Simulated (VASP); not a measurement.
# Re (P6_3/mmc) in VASP: a series of runs

Re is run at these levels: PBE, LDA; tasks: single point.

All numbers are computed with VASP 6.6.1; they aren't measurements. Logs are shortened: lines on timing, memory, paths and dates and some standing lists are left out, and cuts for length are marked.

### Step 1. The cell of the first run

Symmetry: P6_3/mmc, No. 194, hexagonal system. Conventional cell: a = 2.766 Å, b = 2.766 Å, c = 8.939 Å, α = 90.00°, β = 90.00°, γ = 120.00°. Re (site symmetry -6m2) has 12 Re at 2.75 to 2.77 Å within 3.6 Å. Within 3.6 Å of Re (site symmetry -3m) lie 12 Re at 2.75 to 2.77 Å.

### Step 2. Single point, PBE

INCAR reads:

```
SYSTEM = Re
PREC = Accurate
ENCUT = 520
EDIFF = 1E-7
ISMEAR = -1
SIGMA = 0.05
LREAL = .FALSE.
LASPH = .TRUE.
NELM = 100
ALGO = Normal
ISIF = 2
LWAVE = .FALSE.
LCHARG = .FALSE.
GGA = PE
NBANDS = 22
```

KPOINTS reads:

```
regular mesh
0
G
  11 11 3
  0 0 0
```

POSCAR reads:

```
Re
1.0
    2.7663873939      0.0000000000      0.0000000000
   -1.3831936969      2.3957617598      0.0000000000
    0.0000000000      0.0000000000      8.9388451600
Re
4
Direct
    0.6666666667      0.3333333333      0.7500000000
    0.0000000000      0.0000000000      0.5000000000
    0.3333333333      0.6666666667      0.2500000000
    0.0000000000      0.0000000000      0.0000000000
```

Potentials or basis: VASP PAW PBE potentials, release 64 (Re).

The run is started by

```
> cat potpaw_PBE.64/Re/POTCAR > POTCAR
> mpirun -np 1 vasp_std > vasp.out
```

OUTCAR:

```text
SYSTEM = Re
   PREC = Accurate
   ENCUT = 520
   EDIFF = 1E-7
   ISMEAR = -1
   LREAL = .FALSE.
   LASPH = .TRUE.
   NELM = 100
   ISIF = 2
   GGA = PE

 ion  position               nearest neighbor table
   1  0.667  0.333  0.750-   2 2.75   4 2.75   2 2.75   4 2.75   2 2.75   4 2.75
   2  0.000  0.000  0.500-   1 2.75   3 2.75   3 2.75   1 2.75   1 2.75   3 2.75
   3  0.333  0.667  0.250-   2 2.75   4 2.75   2 2.75   4 2.75   2 2.75   4 2.75
   4  0.000  0.000  0.000-   1 2.75   3 2.75   3 2.75   1 2.75   1 2.75   3 2.75

  LATTYP: Found a hexagonal cell.
 ALAT       =     2.7663873939
 C/A-ratio  =     3.2312340563

  Lattice vectors:

 A1 = (   2.7663873939,   0.0000000000,   0.0000000000)
 A2 = (  -1.3831936969,   2.3957617598,   0.0000000000)
 A3 = (   0.0000000000,   0.0000000000,   8.9388451600)

Analysis of symmetry for initial positions (statically):
=====================================================================
 Subroutine PRICEL returns:
 Original cell was already a primitive cell.

 Routine SETGRP: Setting up the symmetry group for a
 hexagonal supercell.

 Subroutine GETGRP returns: Found 24 space group operations
 (whereof 12 operations were pure point group operations)
 out of a pool of 24 trial point group operations.

The static configuration has the point symmetry D_3d.
 The point group associated with its full space group is D_6h.

Analysis of symmetry for dynamics (positions and initial velocities):
=====================================================================
 Subroutine PRICEL returns:
 Original cell was already a primitive cell.

 Routine SETGRP: Setting up the symmetry group for a
 hexagonal supercell.

 Subroutine GETGRP returns: Found 24 space group operations
 (whereof 12 operations were pure point group operations)
 out of a pool of 24 trial point group operations.

The dynamic configuration has the point symmetry D_3d.
 The point group associated with its full space group is D_6h.

 Subroutine INISYM returns: Found 24 space group operations
 (whereof 12 operations are pure point group operations),
 and found     1 'primitive' translations

----------------------------------------------------------------------------------------

                                     Primitive cell

  volume of cell :      59.2431

  direct lattice vectors                    reciprocal lattice vectors
     2.766387394  0.000000000  0.000000000     0.361482272  0.208701887  0.000000000
    -1.383193697  2.395761760  0.000000000     0.000000000  0.417403774  0.000000000
     0.000000000  0.000000000  8.938845160     0.000000000  0.000000000  0.111871274

  length of vectors
     2.766387394  2.766387394  8.938845160     0.417403774  0.417403774  0.111871274

  position of ions in fractional coordinates (direct lattice)
     0.666666667  0.333333333  0.750000000
     0.000000000  0.000000000  0.500000000
     0.333333333  0.666666667  0.250000000
     0.000000000  0.000000000  0.000000000

  ion indices of the primitive-cell ions
   primitive index   ion index
                 1           1
                 2           2
                 3           3
                 4           4

----------------------------------------------------------------------------------------

 KPOINTS: regular mesh

Automatic generation of k-mesh.
 Grid dimensions read from file:
 generate k-points for:   11   11    3

 Generating k-lattice:

  Cartesian coordinates                     Fractional coordinates (reciprocal lattice)
     0.032862025  0.018972899  0.000000000     0.090909091  0.000000000  0.000000000
     0.000000000  0.037945798  0.000000000     0.000000000  0.090909091  0.000000000
     0.000000000  0.000000000  0.037290425     0.000000000  0.000000000  0.333333333

  Length of vectors
     0.037945798  0.037945798  0.037290425

  Shift w.r.t. Gamma in fractional coordinates (k-lattice)
     0.000000000  0.000000000  0.000000000

 Subroutine IBZKPT returns following result:
 ===========================================

 Found     32 irreducible k-points:

 Following reciprocal coordinates:
            Coordinates               Weight
  0.000000  0.000000  0.000000      1.000000
  0.090909 -0.000000  0.000000      6.000000
  0.181818  0.000000  0.000000      6.000000
  0.272727  0.000000  0.000000      6.000000
  0.363636  0.000000  0.000000      6.000000
  0.454545  0.000000  0.000000      6.000000
[... 16 lines left out ...]
  0.090909  0.090909  0.333333     12.000000
  0.181818  0.090909  0.333333     24.000000
 [... further k-points ...]
   k-points           NKPTS =     32   k-points in BZ     NKDIM =     32   number of bands    NBANDS=     22
   number of dos      NEDOS =    301   number of ions     NIONS =      4
   total plane-waves  NPLWV =  40320
   dimension x,y,z NGX =    24 NGY =   24 NGZ =   70
   dimension x,y,z NGXF=    48 NGYF=   48 NGZF=  140
   ions per type =               4
   NGX,Y,Z   is equivalent  to a cutoff of  14.42, 14.42, 13.02 a.u.
   NGXF,Y,Z  is equivalent  to a cutoff of  28.85, 28.85, 26.04 a.u.
 SYSTEM =  Re
   PREC   = accura    normal or accurate (medium, high low for compatibility)
   ISTART =      0    job   : 0-new  1-cont  2-samecut
   ICHARG =      2    charge: 1-file 2-atom 10-const
   ISPIN  =      1    spin polarized calculation?
   LNONCOLLINEAR =      F non collinear calculations
   LSORBIT =      F    spin-orbit coupling
   LASPH  =      T    aspherical Exc in radial PAW
   ENCUT  =  520.0 eV  38.22 Ry    6.18 a.u.   5.14  5.14 16.62*2*pi/ulx,y,z
   NELM   =    100;   NELMIN=  2; NELMDL= -5     # of ELM steps
   EDIFF  = 0.1E-06   stopping-criterion for ELM
   LREAL  =      F    real-space projection
   EDIFFG = 0.1E-05   stopping-criterion for IOM
   NSW    =      0    number of steps for IOM
   IBRION =     -1    ionic relax: 0-MD 1-quasi-New 2-CG
   NFREE  =      0    steps in history (QN), initial steepest desc. (CG)
   ISIF   =      2    stress and relaxation
   ISYM   =      2    0-nonsym 1-usesym 2-fastsym
   POTIM  = 0.5000    time-step for ionic-motion
   TEBEG  =    0.0;   TEEND  =   0.0 temperature during run
   PSTRESS=    0.0 pullay stress
   NELECT =      28.0000    total number of electrons
   NUPDOWN=      -1.0000    fix difference up-down
   EMIN   =  10.00;   EMAX   =-10.00  energy-range for DOS
   EFERMI =   0.00;   METHOD = LEGACY
   ISMEAR =    -1;   SIGMA  =   0.05  broadening in eV -4-tet -1-fermi 0-gaus
   EFERMI_NEDOS =   21; number of points for ismear=-14 and -15
   IALGO  =     38    algorithm
   IMIX   =      4    mixing-type and parameters
     AMIX     =   0.40;   BMIX     =  1.00
     AMIX_MAG =   1.60;   BMIX_MAG =  1.00
  volume/ion in A,a.u.               =      14.81        99.95
  Fermi-wavevector in a.u.,A,eV,Ry     =   1.275209  2.409796 22.125236  1.626159
  Thomas-Fermi vector in A             =   2.407934
   LORBIT       =      0    0 simple, 1 ext, 2 COOP (PROOUT), +10 PAW based schemes
   GGA     = PE    functional components
   LHFCALC =     F    Hartree Fock is set to
   AEXX    =    0.0000 exact exchange contribution
   IVDW    =     0    specifies the selected vdW correction
   LEPSILON=     F    determine dielectric tensor
   LRPA    =     F    only Hartree local field effects (RPA)
 non-spin polarized calculation
  energy-cutoff  :      520.00
  volume of cell :       59.24
 maximum number of plane-waves:      1607
 NGX is ok and might be reduce to    24
   NGX = 11   NGY = 11   NGZ = 33

 number of electron      27.9999999 magnetization

 Free energy of the ion-electron system (eV)
  ---------------------------------------------------
  ext. energy  EPLUGINS =         0.00000000
  ---------------------------------------------------
  free energy    TOTEN  =       -49.70716649 eV

  energy without entropy =      -49.68279060  energy(sigma->0) =      -49.69497855

 E-fermi :   7.8908     XC(G=0): -13.6937

 val. band max:        7.8859333263   @ k =   0.2727   0.0909   0.0000
 cond. band min:       7.8938457765   @ k =   0.3636   0.2727   0.3333
 fundamental gap:      0.0079124502
 Fermi energy:         7.8908434346

 k-point     1 :       0.0000    0.0000    0.0000
  band No.  band energies     occupation
      1      -2.0167      2.00000
      2       0.2839      2.00000
      3       0.3611      2.00000
      4       1.2470      2.00000
      5       5.3680      2.00000
      6       5.4613      2.00000
[... 14 lines left out ...]
     21      10.3839      0.00000
     22      10.3839      0.00000

 k-point     2 :       0.0909   -0.0000    0.0000
  band No.  band energies     occupation
      1      -1.6831      2.00000
      2       0.5939      2.00000
      3       0.6680      2.00000
      4       1.5644      2.00000
      5       4.9637      2.00000
      6       5.2390      2.00000
[... 14 lines left out ...]
     21      10.3278      0.00000
     22      10.4493      0.00000

 k-point     3 :       0.1818    0.0000    0.0000
  band No.  band energies     occupation
      1      -0.7623      2.00000
      2       1.3394      2.00000
      3       1.3988      2.00000
      4       2.3426      2.00000
      5       4.3155      2.00000
      6       4.7299      2.00000
[... 14 lines left out ...]
     21      10.5443      0.00000
     22      10.7278      0.00000

 k-point     4 :       0.2727    0.0000    0.0000
  band No.  band energies     occupation
      1       0.4554      2.00000
      2       1.8222      2.00000
      3       1.8917      2.00000
      4       2.7988      2.00000
      5       3.9662      2.00000
      6       4.1189      2.00000
[... 14 lines left out ...]
     21      11.1963      0.00000
     22      11.2772      0.00000

 k-point     5 :       0.3636    0.0000    0.0000
  band No.  band energies     occupation
      1       1.2380      2.00000
      2       1.6164      2.00000
      3       1.9804      2.00000
      4       2.6233      2.00000
      5       3.5497      2.00000
      6       3.6370      2.00000
[... 417 lines left out ...]
 k-point    22 :       0.4545    0.0000    0.3333
  band No.  band energies     occupation
      1       1.4728      2.00000
      2       1.6256      2.00000
      3       1.9006      2.00000
      4       2.2321      2.00000
      5       2.7943      2.00000
      6       2.8992      2.00000
[... 14 lines left out ...]
     21      12.1926      0.00000
     22      12.6730      0.00000

 k-point    23 :       0.0909    0.0909    0.3333
  band No.  band energies     occupation
      1      -0.7585      2.00000
      2       0.0596      2.00000
      3       2.0020      2.00000
      4       2.1608      2.00000
      5       4.6852      2.00000
      6       4.9464      2.00000
[... 14 lines left out ...]
     21      10.7884      0.00000
     22      11.4559      0.00000

 k-point    24 :       0.1818    0.0909    0.3333
  band No.  band energies     occupation
      1       0.2885      2.00000
      2       0.9335      2.00000
      3       2.7479      2.00000
      4       2.9989      2.00000
      5       3.9164      2.00000
      6       4.1951      2.00000
[... 14 lines left out ...]
     21      10.8968      0.00000
     22      11.5797      0.00000

 [... further k-points ...]
[... 5 lines left out ...]
  --------------------------------------------------------------------------------------
  -------------------------------------------------------------------------------------
  Total        1.0104484      1.0104484      1.1583061      0.0000000      0.0000000      0.0000000
  in kB       27.3266676     27.3266676     31.3253478      0.0000000      0.0000000      0.0000000
  external PRESSURE =      28.6595610 kB  Pullay stress =       0.0000000 kB

 VOLUME and BASIS-vectors are now :
 -----------------------------------------------------------------------------
  energy-cutoff  :      520.00
  volume of cell :       59.24
      direct lattice vectors                 reciprocal lattice vectors
     2.766387394  0.000000000  0.000000000     0.361482272  0.208701887  0.000000000
    -1.383193697  2.395761760  0.000000000     0.000000000  0.417403774  0.000000000
     0.000000000  0.000000000  8.938845160     0.000000000  0.000000000  0.111871274

 POSITION                                       TOTAL-FORCE (eV/Angst)
 -----------------------------------------------------------------------------------
      1.38319      0.79859      6.70413         0.000000     -0.000000      0.000000
      0.00000      0.00000      4.46942         0.000000      0.000000     -0.000000
     -0.00000      1.59717      2.23471        -0.000000      0.000000     -0.000000
      0.00000      0.00000      0.00000         0.000000      0.000000     -0.000000
 -----------------------------------------------------------------------------------
    total drift:                               -0.000000      0.000000      0.000000

  FREE ENERGIE OF THE ION-ELECTRON SYSTEM (eV)
  ---------------------------------------------------
  free  energy   TOTEN  =       -49.7071664945 eV

  energy  without entropy=      -49.6827906009  energy(sigma->0) =      -49.69497855
```

It took 43 s on 1 thread of Intel Xeon 6975P-C (Granite Rapids), shared host; peak memory 0.2 GiB.

What came out:

```
Free energy            : -49.7072 eV
Pressure               : 2.9 GPa
Band gap on the k mesh : zero (band 14 reaches 8.99 eV, above the bottom of band 15 at 6.59 eV)
```

Levels at points of the mesh, in eV from the Fermi level:
| k point | band 10 | band 11 | band 12 | band 13 | band 14 | band 15 | band 16 | band 17 | band 18 | band 19 |
| --- | --- | --- | --- | --- | --- | --- | --- | --- | --- | --- |
| (0.00, 0.00, 0.00) | -1.88 | -1.62 | -1.21 | -1.21 | -1.10 | -1.10 | 0.50 | 0.64 | 0.64 | 1.50 |

Caveat: spin-orbit coupling is left out, which moves the levels of the heavy elements.

[end of part 1 of 3]
